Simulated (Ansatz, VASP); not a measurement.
# MgS in VASP and in Ansatz

```
Mg S
1.0
     4.03462    0.00000    0.00000
    -2.01731    3.49409    0.00000
     0.00000    0.00000    6.43229
Mg S
2 2
Direct
  0.66667 0.33333 0.49575
  0.33333 0.66667 0.99575
  0.33333 0.66667 0.37924
  0.66667 0.33333 0.87924
```

Alike in both runs: task single point; functional PBE; k mesh 6 × 6 × 2; no spin polarisation.

|  | VASP | Ansatz |
| --- | --- | --- |
| version | VASP 6.6.1 | Ansatz 0.2.0 |
| potentials or method | VASP PAW PBE potentials, release 64 (Mg, S), cutoff 600 eV | scalar-relativistic, plane waves, PAW |
| occupations | tetrahedron | tetrahedron-uncorrected |
| valence electrons in the cell | 16 | 32 |

Ansatz gave:

* gap on the k mesh at the Fermi level (eV): 3.44
* least direct gap on the mesh (eV): 3.44
* pressure (GPa): 1.1
* traceless stress, the component that is largest in VASP (GPa): -0.18
* rms of the force components (eV/Å): 0.028

**Question.** What did VASP give for the same quantities?

**Answer.** gap on the k mesh at the Fermi level (eV): 3.43; least direct gap on the mesh (eV): 3.43; pressure (GPa): 0.9; traceless stress, the component that is largest in VASP (GPa): -0.17; rms of the force components (eV/Å): 0.028.

Atom by atom the forces differ by 0.001 eV/Å (rms over components). VASP's potentials hold 16 valence electrons a cell and Ansatz's 32, so a difference there can come from the potentials and not from the codes. Ansatz's warnings: band table not solved further.

The k mesh is coarse, so the values compare programs but aren't converged.
